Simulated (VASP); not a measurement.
Write the native input for VASP 6.6.1 that does the following.

```yaml
Task: relaxation of cell and atoms
Functional: r2SCAN
Dispersion: rVV10
Potentials_or_basis: VASP PAW PBE potentials, release 64 (Sc_sv, Al, H)
Cutoff: 600 eV
k_mesh: 8 × 8 × 4
Occupations: fermi-dirac, width 0.03 eV
Spin: no spin polarisation
Dipole_correction: no
Further_INCAR_settings: ALGO = Normal; EDIFF = 1e-06; IBRION = 2; EDIFFG = -0.01; NSW = 100; ISIF = 3
```

The system is ScAlH6.

```
Sc Al H
1.0
     2.92949    0.00000    0.00000
     0.00000    2.92949    0.00000
     0.00000    0.00000    5.91869
Sc Al H
1 1 6
Cartesian
  0.0000 0.0000 0.0000
  0.0000 0.0000 2.9593
  1.4647 1.4647 0.0000
  1.4647 1.4647 2.9593
  1.4647 0.0000 1.5048
  1.4647 0.0000 4.4139
  0.0000 1.4647 1.5048
  0.0000 1.4647 4.4139
```

One way to write it, as run:

POSCAR

```
ScAlH6
1.0
    2.9294883574      0.0000000000      0.0000000000
    0.0000000000      2.9294883574      0.0000000000
    0.0000000000      0.0000000000      5.9186895952
Sc Al H
1 1 6
Direct
    0.0000000000      0.0000000000      0.0000000000
    0.0000000000      0.0000000000      0.5000000000
    0.5000000000      0.5000000000      0.0000000000
    0.5000000000      0.5000000000      0.5000000000
    0.5000000000      0.0000000000      0.2542484011
    0.5000000000      0.0000000000      0.7457515989
    0.0000000000      0.5000000000      0.2542484011
    0.0000000000      0.5000000000      0.7457515989
```

INCAR.step1

```
PREC = Accurate
ENCUT = 600
ISMEAR = -1
SIGMA = 0.03
LREAL = False
LASPH = True
NELM = 80
GGA = PE
ALGO = Normal
EDIFF = 1E-4
LWAVE = True
LCHARG = False
```

INCAR.step2

```
PREC = Accurate
ENCUT = 600
EDIFF = 1E-6
ISMEAR = -1
SIGMA = 0.03
LREAL = False
LASPH = True
NELM = 80
ALGO = Normal
ISIF = 3
LWAVE = False
LCHARG = False
METAGGA = R2SCAN
LMIXTAU = True
LUSE_VDW = True
IVDW_NL = 2
BPARAM = 11.95
CPARAM = 0.0093
IBRION = 2
NSW = 100
EDIFFG = -0.01
ISTART = 1
```

KPOINTS

```
regular mesh
0
Gamma
  8 8 4
```

Potentials or basis: VASP PAW PBE potentials, release 64 (Sc_sv, Al, H).

Command:

```sh
$ cat potpaw_PBE.64/Sc_sv/POTCAR potpaw_PBE.64/Al/POTCAR potpaw_PBE.64/H/POTCAR > POTCAR
$ cp INCAR.step1 INCAR
$ mpirun -np 1 vasp_std > vasp.out
$ cp INCAR.step2 INCAR
$ mpirun -np 1 vasp_std > vasp.out
```

It gave:

```json
{
 "Relaxed volume": "6.39 Å³/atom",
 "Relaxed cell": "a = 2.952 Å, b = 2.952 Å, c = 5.868 Å, α = 90.00°, β = 90.00°, γ = 90.00°",
 "Space group after relaxing (to 0.1 Å)": "P4/mmm (No. 123)",
 "Energy gained by relaxing": "2.3 meV/atom",
 "Ionic steps": "9",
 "Pressure after relaxing": "0.1 GPa",
 "Band gap on the k mesh": "zero (bands 10 and 11 overlap by 3.49 eV)"
}
```

Caveat: the PAW data sets were made with another functional, which shifts forces and pressure a little.

It took 12 min on 1 thread of Oxide Virtual Turin-like Processor, with other jobs on the host, peak memory 0.3 GiB.
